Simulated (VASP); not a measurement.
Here is a VASP 6.6.1 calculation.

File INCAR:

```
PREC = Accurate
ENCUT = 520
EDIFF = 1E-6
ISMEAR = -1
SIGMA = 0.1
LREAL = F
LASPH = T
NELM = 80
ALGO = Normal
ISIF = 2
LWAVE = F
LCHARG = F
GGA = PE
NBANDS = 12
```

The input KPOINTS:

```
Automatic mesh
0
Gamma
  16 16 14
```

File POSCAR:

```
Zr
1.0
    2.4488682246      0.0000000000      0.0000000000
   -1.2244341123      2.1207820930      0.0000000000
    0.0000000000      0.0000000000      2.3898603444
Zr
1
Direct
    0.0000000000      0.0000000000      0.0000000000
```

Potentials or basis: VASP PAW PBE potentials, release 64 (Zr_sv).

Launch:

```bash
$ cat potpaw_PBE.64/Zr_sv/POTCAR > POTCAR
$ mpirun -np 1 vasp_std > vasp.out
```

Q: What does it give for the pressure?

A: 174.4 GPa.

Q: Estimate the band gap on the k mesh.

A: Zero (bands 6 and 7 overlap by 3.86 eV).

Stress tensor (GPa, compression positive):
```
174.29   0.00   0.00
  0.00 174.29   0.00
  0.00   0.00 174.70
```

Caveat: the cell stands under pressure.
